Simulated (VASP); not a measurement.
## HC6: single point with LDA

HC6, a wire with vacuum:

```
CELL_PARAMETERS angstrom
4.88891 0.00000 0.00000
-1.22223 8.78428 0.00000
0.00000 0.00000 22.74730
ATOMIC_POSITIONS crystal
C 0.01936 0.07744 0.17585
C 0.51936 0.07744 0.17585
C 0.27420 0.09680 0.20595
C 0.77420 0.09680 0.20595
C 0.28388 0.13552 0.26617
C 0.78388 0.13552 0.26617
C 0.03862 0.15447 0.29549
C 0.53862 0.15447 0.29549
C 0.04882 0.19529 0.35836
C 0.54882 0.19529 0.35836
C 0.30311 0.21243 0.38454
C 0.80311 0.21243 0.38454
H 0.04882 0.15864 0.47466
H 0.04882 0.23193 0.47466
```

- Program: VASP 6.6.1
- Task: single point
- Functional: LDA
- Potentials or basis: VASP PAW LDA potentials, release 64 (C, H)
- Cutoff: 520 eV
- k mesh: 6 × 3 × 1
- Occupations: gaussian, width 0.1 eV
- Spin: no spin polarisation

```
Largest force          : 5.989 eV/Å
Band gap on the k mesh : 0.05 eV (least direct gap 0.07 eV)
```

Forces on the atoms (eV/Å):
```
C   -0.001  0.391  1.618
C    0.001  0.402  1.544
C    0.050 -0.798 -3.145
C   -0.050 -0.798 -3.144
C    0.139  0.345  1.393
C   -0.139  0.346  1.395
C    0.002  0.154  0.269
C   -0.001  0.017  0.004
C    0.000  0.160  0.524
C    0.000 -0.165 -0.769
C    0.500 -0.084  0.264
C   -0.497 -0.052  0.283
H    0.876 -5.841 -0.076
H   -0.880  5.922 -0.160
```

Levels at points of the mesh, in eV from the valence-band top:
```csv
k point,band 23,band 24,band 25,band 26,band 27,band 28
"(0.00, 0.00, 0.00)",-0.67,-0.25,-0.17,0.30,0.72,0.87
"(0.50, 0.00, 0.00)",-1.78,-0.28,0.00,0.07,0.22,2.88
```

It took 14 min on 1 thread of Intel(R) Xeon(R) Platinum 8124M CPU @ 3.00GHz (Skylake/Cascade Lake), on a shared host, peak memory 0.79 GiB.
